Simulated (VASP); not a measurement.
Write the native input for VASP 6.6.1 that does the following.

- Task: single point
- Functional: PBEsol
- Potentials or basis: VASP PAW PBE potentials, release 64 (Rh_pv)
- Cutoff: 520 eV
- k mesh: 22 × 22 × 22
- Occupations: gaussian, width 0.15 eV
- Spin: no spin polarisation
- Dipole correction: no
- Further INCAR settings: ALGO = Fast; EDIFF = 1e-06; NBANDS = 14

The structure of Rh lies in POSCAR:

```
Rh
1.0
    0.0000000000      1.8540112500      1.8540112500
    1.8540112500      0.0000000000      1.8540112500
    1.8540112500      1.8540112500      0.0000000000
Rh
1
Direct
    0.0000000000      0.0000000000      0.0000000000
```

This cell differs from its parent crystal: strain -0.025 along x and y, -0.025 along z.

These files were run (other wordings do the same):

INCAR

```
SYSTEM = Rh
  PREC = Accurate
  ENCUT = 520
  EDIFF = 1E-6
  ISMEAR = 0
  SIGMA = 0.15
  LREAL = .FALSE.
  LASPH = .TRUE.
  NELM = 60
  ALGO = Fast
  ISIF = 2
  LWAVE = .FALSE.
  LCHARG = .FALSE.
  GGA = PS
  NBANDS = 14
```

KPOINTS

```
regular mesh
0
G
  22 22 22
  0 0 0
```

Potentials or basis: VASP PAW PBE potentials, release 64 (Rh_pv).

The run is started by

```bash
$ cat potpaw_PBE.64/Rh_pv/POTCAR > POTCAR
$ mpirun -np 1 vasp_std > vasp.out
```

It gave:

```yaml
Pressure: 19.7 GPa
```

Caveat: the cell differs from its parent crystal (strain -0.025 along x and y, -0.025 along z); the PAW data sets were made with another functional, which shifts forces and pressure a little.

Wall time 40 s on 1 thread of Intel Xeon 6975P-C, on a shared host, peak memory 0.17 GiB.
